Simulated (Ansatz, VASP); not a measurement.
FeNi3: VASP beside Ansatz

```
Fe Ni
1.0
     3.54404    0.00000    0.00000
     0.00000    3.54404    0.00000
     0.00000    0.00000    3.54404
Fe Ni
1 3
Direct
  0.00000 0.00000 0.00000
  0.00000 0.50000 0.50000
  0.50000 0.50000 0.00000
  0.50000 0.00000 0.50000
```

Alike in both runs: functional PBE; k mesh 14 × 14 × 14; occupations gaussian, width 0.1 eV; collinear spin.

Ansatz relaxed the structure, and its values are those at the end. VASP's run is a single point on that final structure, the one shown.

|  | VASP | Ansatz |
| --- | --- | --- |
| version | VASP 6.6.1 | Ansatz 0.2.0 |
| potentials or method | VASP PAW PBE potentials, release 64 (Fe, Ni), cutoff 520 eV | scalar-relativistic, plane waves, PAW |
| valence electrons in the cell | 38 | 70 |

Ansatz gave:

* gap on the k mesh at the Fermi level (eV): none
* pressure (GPa): 0.0
* net moment per atom (μB): 1.21
* size of the moment on the site where the two differ most (μB): 0.69

Which values does VASP return?

gap on the k mesh at the Fermi level (eV): none; pressure (GPa): 0.0; net moment per atom (μB): 1.20; size of the moment on the site where the two differ most (μB): 0.64.

Site moments also hang on the region over which each program counts them. A gap of «none» marks a metal or a gap that the smearing closes. With one functional, cell and mesh, what is left measures potentials, basis and numerics. VASP's potentials hold 38 valence electrons a cell and Ansatz's 70, so a difference there can come from the potentials and not from the codes.
